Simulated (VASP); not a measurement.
A run of VASP 6.6.1:

File INCAR:

```
SYSTEM = F
PREC     = Accurate       ! precision mode
ENCUT    = 520            ! plane-wave cutoff, eV
EDIFF    = 1E-6           ! SCF threshold, eV
ISMEAR   = -1             ! smearing method
SIGMA    = 0.13605693000000002 ! smearing width, eV
LREAL    = .False.        ! projectors in reciprocal space
LASPH    = .True.         ! aspherical terms in the spheres
NELM     = 100            ! most SCF steps
ALGO     = Normal         ! electronic algorithm
ISIF     = 2              ! what is computed and relaxed
LWAVE    = .False.        ! write WAVECAR
LCHARG   = .False.        ! write CHGCAR
GGA      = PE             ! functional
NBANDS   = 10             ! bands
```

File KPOINTS:

```
regular mesh
0
Gamma
  16 16 16
  0 0 0
```

File POSCAR:

```
F
1.0
    0.0000000000      1.7337544177      1.7337544177
    1.7337544177      0.0000000000      1.7337544177
    1.7337544177      1.7337544177      0.0000000000
F
1
Direct
    0.0000000000      0.0000000000      0.0000000000
```

Potentials or basis: VASP PAW PBE potentials, release 64 (F).

Command:

```sh
$ cat potpaw_PBE.64/F/POTCAR > POTCAR
$ mpirun -np 1 vasp_std > vasp.out
```

Hardware: 1 thread of Intel(R) Xeon(R) Platinum 8375C CPU @ 2.90GHz (Ice Lake), with other jobs on the host.

Estimate the wall time of this run.

Run time: 7.3 s on 1 thread of Intel(R) Xeon(R) Platinum 8375C CPU @ 2.90GHz (Ice Lake), on a shared host, peak memory 0.12 GiB. Counts: scf iterations 10, k points 145.
